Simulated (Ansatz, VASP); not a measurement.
## Two plane-wave programs on Si

```xyz
4
Lattice="3.8166 0.0000 0.0000 -1.9083 3.3052 0.0000 0.0000 0.0000 28.0879" Properties=species:S:1:pos:R:3 pbc="T T T"
Si    0.0000    0.0000   15.2911
Si    0.0000    0.0000   12.7968
Si    0.0000    2.2035   12.1242
Si    1.9083    1.1017   15.9637
```

Alike in both runs: task relaxation of cell and atoms; functional PBE; dispersion D3(BJ); k mesh 12 × 12 × 2; occupations gaussian, width 0.1 eV; no spin polarisation.

|  | VASP | Ansatz |
| --- | --- | --- |
| version | VASP 6.6.1 | Ansatz 0.2.0 |
| potentials or method | VASP PAW PBE potentials, release 64 (Si), cutoff 600 eV | scalar-relativistic, plane waves, PAW |
| valence electrons in the cell | 16 | 16 |

```csv
,VASP,Ansatz,Ansatz less VASP
"gap on the k mesh at the Fermi level, each at its own relaxed structure (eV)",none,none,-
relaxed volume (Å³/atom),88.98,89.15,+0.171
relaxed length of the cell vector where the two differ most in proportion (Å),28.034,28.085,+0.0513
```

A gap of «none» marks a metal or a gap that the smearing closes.
